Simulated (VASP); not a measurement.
# AlCo (rocksalt type) (Fm-3m) in VASP: further runs, part 2 of 2

VASP 6.6.1. The steps go on from the part before.

## Step 3: Relaxation of cell and atoms, PBE, target pressure 50 GPa, at which the enthalpy is minimised

Contents of INCAR:

```
SYSTEM = AlCo
PREC     = Accurate       ! precision mode
ENCUT    = 600            ! plane-wave cutoff, eV
EDIFF    = 1E-6           ! SCF threshold, eV
ISMEAR   = -1             ! smearing method
SIGMA    = 0.08           ! smearing width, eV
LREAL    = .FALSE.        ! projectors in reciprocal space
LASPH    = .TRUE.         ! aspherical terms in the spheres
NELM     = 60             ! most SCF steps
ALGO     = Normal         ! electronic algorithm
ISIF     = 3              ! what is computed and relaxed
LWAVE    = .FALSE.        ! write WAVECAR
LCHARG   = .FALSE.        ! write CHGCAR
GGA      = PE             ! functional
IBRION   = 2              ! ionic algorithm
NSW      = 32             ! ionic steps
EDIFFG   = -0.005         ! ionic threshold
PSTRESS  = 500.0
```

Contents of KPOINTS:

```
Automatic mesh
0
G
  15 15 15
  0 0 0
```

Contents of POSCAR:

```
AlCo
1.0
    0.0000000000      2.2040486074      2.2040486074
    2.2040486074      0.0000000000      2.2040486074
    2.2040486074      2.2040486074      0.0000000000
Co Al
1 1
Direct
    0.0000000000      0.0000000000      0.0000000000
    0.5000000000      0.5000000000      0.5000000000
```

Potentials or basis: VASP PAW PBE potentials, release 64 (Co, Al).

The run is started by

```console
$ cat potpaw_PBE.64/Co/POTCAR potpaw_PBE.64/Al/POTCAR > POTCAR
$ mpirun -np 1 vasp_std > vasp.out
```

OUTCAR:

```text
SYSTEM = AlCo
   PREC = Accurate
   ENCUT = 600
   EDIFF = 1E-6
   ISMEAR = -1
   LREAL = .FALSE.
   LASPH = .TRUE.
   NELM = 60
   ISIF = 3
   GGA = PE
   IBRION = 2
   NSW = 32
   EDIFFG = -0.005
   PSTRESS = 500.0

 ion  position               nearest neighbor table
   1  0.000  0.000  0.000-   2 2.20   2 2.20   2 2.20   2 2.20   2 2.20   2 2.20
   2  0.500  0.500  0.500-   1 2.20   1 2.20   1 2.20   1 2.20   1 2.20   1 2.20

  LATTYP: Found a face centered cubic cell.
 ALAT       =     4.4080972148

  Lattice vectors:

 A1 = (   0.0000000000,   2.2040486074,   2.2040486074)
 A2 = (   2.2040486074,   0.0000000000,   2.2040486074)
 A3 = (   2.2040486074,   2.2040486074,   0.0000000000)

Analysis of symmetry for initial positions (statically):
=====================================================================
 Subroutine PRICEL returns:
 Original cell was already a primitive cell.

 Routine SETGRP: Setting up the symmetry group for a
 face centered cubic supercell.

 Subroutine GETGRP returns: Found 48 space group operations
 (whereof 48 operations were pure point group operations)
 out of a pool of 48 trial point group operations.

The static configuration has the point symmetry O_h .

Analysis of symmetry for dynamics (positions and initial velocities):
=====================================================================
 Subroutine PRICEL returns:
 Original cell was already a primitive cell.

 Routine SETGRP: Setting up the symmetry group for a
 face centered cubic supercell.

 Subroutine GETGRP returns: Found 48 space group operations
 (whereof 48 operations were pure point group operations)
 out of a pool of 48 trial point group operations.

The dynamic configuration has the point symmetry O_h .

 Subroutine INISYM returns: Found 48 space group operations
 (whereof 48 operations are pure point group operations),
 and found     1 'primitive' translations

----------------------------------------------------------------------------------------

                                     Primitive cell

  volume of cell :      21.4138

  direct lattice vectors                    reciprocal lattice vectors
     0.000000000  2.204048607  2.204048607    -0.226855251  0.226855251  0.226855251
     2.204048607  0.000000000  2.204048607     0.226855251 -0.226855251  0.226855251
     2.204048607  2.204048607  0.000000000     0.226855251  0.226855251 -0.226855251

  length of vectors
     3.116995433  3.116995433  3.116995433     0.392924821  0.392924821  0.392924821

  position of ions in fractional coordinates (direct lattice)
     0.000000000  0.000000000  0.000000000
     0.500000000  0.500000000  0.500000000

  ion indices of the primitive-cell ions
   primitive index   ion index
                 1           1
                 2           2

----------------------------------------------------------------------------------------

 KPOINTS: Automatic mesh

Automatic generation of k-mesh.
 Grid dimensions read from file:
 generate k-points for:   15   15   15

 Generating k-lattice:
[... 46 lines left out ...]
   total plane-waves  NPLWV =  21952
   dimension x,y,z NGX =    28 NGY =   28 NGZ =   28
   dimension x,y,z NGXF=    56 NGYF=   56 NGZF=   56
   ions per type =               1   1
   NGX,Y,Z   is equivalent  to a cutoff of  14.93, 14.93, 14.93 a.u.
   NGXF,Y,Z  is equivalent  to a cutoff of  29.87, 29.87, 29.87 a.u.
 SYSTEM =  AlCo
   PREC   = accura    normal or accurate (medium, high low for compatibility)
   ISTART =      0    job   : 0-new  1-cont  2-samecut
   ICHARG =      2    charge: 1-file 2-atom 10-const
   ISPIN  =      1    spin polarized calculation?
   LNONCOLLINEAR =      F non collinear calculations
   LSORBIT =      F    spin-orbit coupling
   LASPH  =      T    aspherical Exc in radial PAW
   ENCUT  =  600.0 eV  44.10 Ry    6.64 a.u.   6.23  6.23  6.23*2*pi/ulx,y,z
   NELM   =     60;   NELMIN=  2; NELMDL= -5     # of ELM steps
   EDIFF  = 0.1E-05   stopping-criterion for ELM
   LREAL  =      F    real-space projection
   EDIFFG = -.5E-02   stopping-criterion for IOM
   NSW    =     32    number of steps for IOM
   IBRION =      2    ionic relax: 0-MD 1-quasi-New 2-CG
   NFREE  =      1    steps in history (QN), initial steepest desc. (CG)
   ISIF   =      3    stress and relaxation
   ISYM   =      2    0-nonsym 1-usesym 2-fastsym
   POTIM  = 0.5000    time-step for ionic-motion
   TEBEG  =    0.0;   TEEND  =   0.0 temperature during run
   PSTRESS=  500.0 pullay stress
   NELECT =      12.0000    total number of electrons
   NUPDOWN=      -1.0000    fix difference up-down
   EMIN   =  10.00;   EMAX   =-10.00  energy-range for DOS
   EFERMI =   0.00;   METHOD = LEGACY
   ISMEAR =    -1;   SIGMA  =   0.08  broadening in eV -4-tet -1-fermi 0-gaus
   EFERMI_NEDOS =   21; number of points for ismear=-14 and -15
   IALGO  =     38    algorithm
   IMIX   =      4    mixing-type and parameters
     AMIX     =   0.40;   BMIX     =  1.00
     AMIX_MAG =   1.60;   BMIX_MAG =  1.00
  volume/ion in A,a.u.               =      10.71        72.25
  Fermi-wavevector in a.u.,A,eV,Ry     =   1.349701  2.550564 24.785617  1.821691
  Thomas-Fermi vector in A             =   2.477266
   LORBIT       =      0    0 simple, 1 ext, 2 COOP (PROOUT), +10 PAW based schemes
   GGA     = PE    functional components
   LHFCALC =     F    Hartree Fock is set to
   AEXX    =    0.0000 exact exchange contribution
   IVDW    =     0    specifies the selected vdW correction
   LEPSILON=     F    determine dielectric tensor
   LRPA    =     F    only Hartree local field effects (RPA)
 conjugate gradient relaxation of ions
 non-spin polarized calculation
  energy-cutoff  :      600.00
  volume of cell :       21.41
 maximum number of plane-waves:       728
 NGX is ok and might be reduce to    28
   NGX = 13   NGY = 13   NGZ = 13

--------------------------------------- Ionic step        1  -------------------------------------------

 number of electron      12.0000000 magnetization

 Free energy of the ion-electron system (eV)
  ---------------------------------------------------
  ext. energy  EPLUGINS =         0.00000000
  ---------------------------------------------------
  free energy    TOTEN  =        -9.58115541 eV

  energy without entropy =       -9.56072543  energy(sigma->0) =       -9.57094042

------------------------ aborting loop because EDIFF is reached ----------------------------------------

  FORCE on cell =-STRESS in cart. coord.  units (eV):
  Direction    XX          YY          ZZ          XY          YZ          ZX
  --------------------------------------------------------------------------------------
  -------------------------------------------------------------------------------------
  Total        6.7052138      6.7052138      6.7052138     -0.0000000     -0.0000000      0.0000000
  in kB      501.6833788    501.6833788    501.6833788     -0.0000000     -0.0000000      0.0000000
  external PRESSURE =       1.6833788 kB  Pullay stress =     500.0000000 kB
[... 63 lines left out ...]
--------------------------------------- Ionic step        3  -------------------------------------------

 number of electron      12.0000000 magnetization

 Free energy of the ion-electron system (eV)
  ---------------------------------------------------
  ext. energy  EPLUGINS =         0.00000000
  ---------------------------------------------------
  free energy    TOTEN  =        -9.58475564 eV

  energy without entropy =       -9.56430183  energy(sigma->0) =       -9.57452873

 E-fermi :  11.6709     XC(G=0): -12.5585

 val. band max:       11.6626283783   @ k =  -0.4000   0.4000   0.0000
 cond. band min:      11.6915130279   @ k =  -0.3333   0.4667   0.1333
 fundamental gap:      0.0288846497
 Fermi energy:        11.6709457052

 k-point     1 :       0.0000    0.0000    0.0000
  band No.  band energies     occupation
      1       0.1712      2.00000
      2       9.4587      2.00000
      3       9.4587      2.00000
      4       9.4587      2.00000
      5       9.7491      2.00000
      6       9.7491      2.00000
      7      20.8218      0.00000
      8      20.8218      0.00000
      9      20.8218      0.00000
     10      23.9292      0.00000
[... 287 lines left out ...]
 k-point    24 :       0.2000    0.1333    0.0000
  band No.  band energies     occupation
      1       1.1183      2.00000
      2       9.0047      2.00000
      3       9.3000      2.00000
      4       9.6284      2.00000
      5       9.7446      2.00000
      6       9.9551      2.00000
      7      17.8299      0.00000
      8      18.6085      0.00000
      9      20.8692      0.00000
     10      21.8072      0.00000

 [... further k-points ...]

------------------------ aborting loop because EDIFF is reached ----------------------------------------

  FORCE on cell =-STRESS in cart. coord.  units (eV):
  Direction    XX          YY          ZZ          XY          YZ          ZX
  --------------------------------------------------------------------------------------
  -------------------------------------------------------------------------------------
  Total        6.6918039      6.6918039      6.6918039      0.0000000      0.0000000     -0.0000000
  in kB      500.4109738    500.4109738    500.4109738      0.0000000      0.0000000     -0.0000000
  external PRESSURE =       0.4109738 kB  Pullay stress =     500.0000000 kB
[... 21 lines left out ...]
  energy  without entropy=       -9.5643018277  energy(sigma->0) =       -9.57452873

  enthalpy is  TOTEN    =        -2.8984475286 eV   P V=        6.6863081133

 reached required accuracy - stopping structural energy minimisation
```

It took 60 s on 1 thread of AMD EPYC 9R14 (Zen 4), shared host; peak memory 0.16 GiB.

What came out:

```yaml
Free_energy: -9.5848 eV
Relaxed_volume: 10.71 Å³/atom
Relaxed_cell: a = 3.118 Å, b = 3.118 Å, c = 3.118 Å, α = 60.00°, β = 60.00°, γ = 60.00°
Space_group_after_relaxing_to_0.1_Å: Fm-3m (No. 225)
Energy_change_on_relaxing_the_run_minimises_the_enthalpy: -1.8 meV/atom
Ionic_steps: 3
Pressure_after_relaxing: 50.0 GPa
Band_gap_on_the_k_mesh: zero (bands 6 and 7 overlap by 0.12 eV)
```

The path:
```csv
step,energy change (eV),largest force (eV/Å),pressure (GPa),volume (Å³)
1,0.0000,0.0000,50.17,21.41
2,-0.0109,0.0000,49.66,21.45
3,-0.0036,0.0000,50.04,21.43
```

Final structure:
```
Co Al
1.0
     0.00000    2.20444    2.20444
     2.20444    0.00000    2.20444
     2.20444    2.20444    0.00000
Co Al
1 1
Direct
  0.00000 0.00000 0.00000
  0.50000 0.50000 0.50000
```

Levels at points of the mesh, in eV from the Fermi level:
```
           k point  band 3  band 4  band 5  band 6  band 7  band 8  band 9  band 10
(0.00, 0.00, 0.00)   -2.21   -2.21   -1.92   -1.92    9.15    9.15    9.15    12.26
```

Caveat: the cell is relaxed towards a set pressure, so the run minimises the enthalpy, not the energy; the run has no spin polarisation, though such a crystal can be magnetic.

## Step 4: Relaxation of cell and atoms, PBE

This run uses another cell than the first one, of 14.06 Å³/atom.

Contents of INCAR:

```
ALGO     = Normal         # electronic algorithm
EDIFF    = 1E-6           # SCF threshold, eV
EDIFFG   = -0.005         # ionic threshold
ENCUT    = 600            # plane-wave cutoff, eV
GGA      = PE             # functional
IBRION   = 2              # ionic algorithm
ISIF     = 3              # what is computed and relaxed
ISMEAR   = -1             # smearing method
LASPH    = T              # aspherical terms in the spheres
LCHARG   = F              # write CHGCAR
LREAL    = F              # projectors in reciprocal space
LWAVE    = F              # write WAVECAR
NELM     = 100            # most SCF steps
NSW      = 60             # ionic steps
PREC     = Accurate       # precision mode
SIGMA    = 0.08           # smearing width, eV
```

Contents of KPOINTS:

```
k-points
0
Gamma
  14 14 14
```

Contents of POSCAR:

```
AlCo
1.0
    0.0000000000      2.4137972614      2.4137972614
    2.4137972614      0.0000000000      2.4137972614
    2.4137972614      2.4137972614      0.0000000000
Co Al
1 1
Direct
    0.0000000000      0.0000000000      0.0000000000
    0.5000000000      0.5000000000      0.5000000000
```

Potentials or basis: VASP PAW PBE potentials, release 64 (Co, Al).

The run is started by

```console
$ cat potpaw_PBE.64/Co/POTCAR potpaw_PBE.64/Al/POTCAR > POTCAR
$ mpirun -np 1 vasp_std > vasp.out
```

OUTCAR:

```text
EDIFF = 1E-6
   EDIFFG = -0.005
   ENCUT = 600
   GGA = PE
   IBRION = 2
   ISIF = 3
   ISMEAR = -1
   LASPH = T
   LREAL = F
   NELM = 100
   NSW = 60
   PREC = Accurate

 ion  position               nearest neighbor table
   1  0.000  0.000  0.000-   2 2.41   2 2.41   2 2.41   2 2.41   2 2.41   2 2.41
   2  0.500  0.500  0.500-   1 2.41   1 2.41   1 2.41   1 2.41   1 2.41   1 2.41

  LATTYP: Found a face centered cubic cell.
 ALAT       =     4.8275945228

  Lattice vectors:

 A1 = (   0.0000000000,   2.4137972614,   2.4137972614)
 A2 = (   2.4137972614,   0.0000000000,   2.4137972614)
 A3 = (   2.4137972614,   2.4137972614,   0.0000000000)

Analysis of symmetry for initial positions (statically):
=====================================================================
 Subroutine PRICEL returns:
 Original cell was already a primitive cell.

 Routine SETGRP: Setting up the symmetry group for a
 face centered cubic supercell.

 Subroutine GETGRP returns: Found 48 space group operations
 (whereof 48 operations were pure point group operations)
 out of a pool of 48 trial point group operations.

The static configuration has the point symmetry O_h .

Analysis of symmetry for dynamics (positions and initial velocities):
=====================================================================
 Subroutine PRICEL returns:
 Original cell was already a primitive cell.

 Routine SETGRP: Setting up the symmetry group for a
[... 225 lines left out ...]

 number of electron      12.0000004 magnetization

 Free energy of the ion-electron system (eV)
  ---------------------------------------------------
  ext. energy  EPLUGINS =         0.00000000
  ---------------------------------------------------
  free energy    TOTEN  =       -10.34846491 eV

  energy without entropy =      -10.31278968  energy(sigma->0) =      -10.33062730

 E-fermi :   8.2908     XC(G=0): -11.3751

 val. band max:        8.2898191054   @ k =  -0.3571   0.2857   0.1429
 cond. band min:       8.2994986845   @ k =  -0.2857   0.4286   0.2143
 fundamental gap:      0.0096795791
 Fermi energy:         8.2908008145

 k-point     1 :       0.0000    0.0000    0.0000
  band No.  band energies     occupation
      1      -1.4544      2.00000
      2       6.8854      2.00000
      3       6.8854      2.00000
      4       6.8854      2.00000
      5       7.0273      2.00000
      6       7.0273      2.00000
      7      15.5716      0.00000
      8      15.5716      0.00000
      9      15.5716      0.00000
     10      19.4700      0.00000
[... 287 lines left out ...]
 k-point    24 :       0.2857    0.1429    0.0000
  band No.  band energies     occupation
      1       0.0133      2.00000
      2       6.2549      2.00000
      3       6.4546      2.00000
      4       6.8557      2.00000
      5       7.2371      2.00000
      6       7.3971      1.99997
      7      11.3800      0.00000
      8      13.4472      0.00000
      9      15.7511      0.00000
     10      16.0238      0.00000

 [... further k-points ...]

------------------------ aborting loop because EDIFF is reached ----------------------------------------

  FORCE on cell =-STRESS in cart. coord.  units (eV):
  Direction    XX          YY          ZZ          XY          YZ          ZX
  --------------------------------------------------------------------------------------
  -------------------------------------------------------------------------------------
  Total       -0.0056887     -0.0056887     -0.0056887      0.0000000     -0.0000000      0.0000000
  in kB       -0.3318573     -0.3318573     -0.3318573      0.0000000     -0.0000000      0.0000000
  external PRESSURE =      -0.3318573 kB  Pullay stress =       0.0000000 kB
[... 17 lines left out ...]
  FREE ENERGIE OF THE ION-ELECTRON SYSTEM (eV)
  ---------------------------------------------------
  free  energy   TOTEN  =       -10.3484649090 eV

  energy  without entropy=      -10.3127896843  energy(sigma->0) =      -10.33062730

 reached required accuracy - stopping structural energy minimisation
```

It took 65 s on 1 thread of AMD EPYC 9R14 (Zen 4), shared host; peak memory 0.16 GiB.

What came out:

```
Free energy                           : -10.3485 eV
Relaxed volume                        : 13.73 Å³/atom
Relaxed cell                          : a = 3.387 Å, b = 3.387 Å, c = 3.387 Å, α = 60.00°, β = 60.00°, γ = 60.00°
Space group after relaxing (to 0.1 Å) : Fm-3m (No. 225)
Energy gained by relaxing             : 2.9 meV/atom
Ionic steps                           : 3
Pressure after relaxing               : 0.0 GPa
Band gap on the k mesh                : zero (bands 6 and 7 overlap by 0.19 eV)
```

The path:
```tsv
step	energy change (eV)	largest force (eV/Å)	pressure (GPa)	volume (Å³)
1	0.0000	0.0000	-2.74	28.13
2	-0.0045	0.0000	1.44	27.16
3	-0.0058	0.0000	-0.03	27.46
```

Final structure:
```cif
data_structure
_symmetry_space_group_name_H-M 'P 1'
_symmetry_Int_Tables_number 1
_cell_length_a 3.3866
_cell_length_b 3.3866
_cell_length_c 3.3866
_cell_angle_alpha 60.000
_cell_angle_beta 60.000
_cell_angle_gamma 60.000
_cell_volume 27.46
loop_
_atom_site_label
_atom_site_type_symbol
_atom_site_fract_x
_atom_site_fract_y
_atom_site_fract_z
_atom_site_occupancy
Co1 Co 0.00000 0.00000 0.00000 1
Al1 Al 0.50000 0.50000 0.50000 1
```

Caveat: the run has no spin polarisation, though such a crystal can be magnetic. Spin polarisation is off, so any magnetic state and its effect on volume and gap are missing.

## Step 5: The runs side by side

```tsv
cell	k mesh	gap on the mesh (eV)	pressure (GPa)
relaxed to 50 GPa from a = 3.118 Å, angles 60.0°, 2 atoms	15 × 15 × 15	none	49.9
relaxed to 50 GPa from a = 3.117 Å, angles 60.0°, 2 atoms	15 × 15 × 15	none	50.0
relaxed from a = 3.414 Å, angles 60.0°, 2 atoms	14 × 14 × 14	none	0.0
```

Alike in all rows: task relaxation of cell and atoms; level PBE; potentials or basis VASP PAW PBE potentials, release 64 (Co, Al); no spin polarisation; cutoff (eV) 600; smearing fermi-dirac 0.08 eV.

Caveats: the run has no spin polarisation, though such a crystal can be magnetic; the cell is relaxed towards a set pressure, so the run minimises the enthalpy, not the energy (at least some runs); the relaxation stopped at its first step, so nothing moved (at least some runs).

Total energies depend on the potentials used, so only differences within one code and one set of settings carry meaning.

The gap in the log of VASP goes by the Fermi energy; the results here count the filled bands.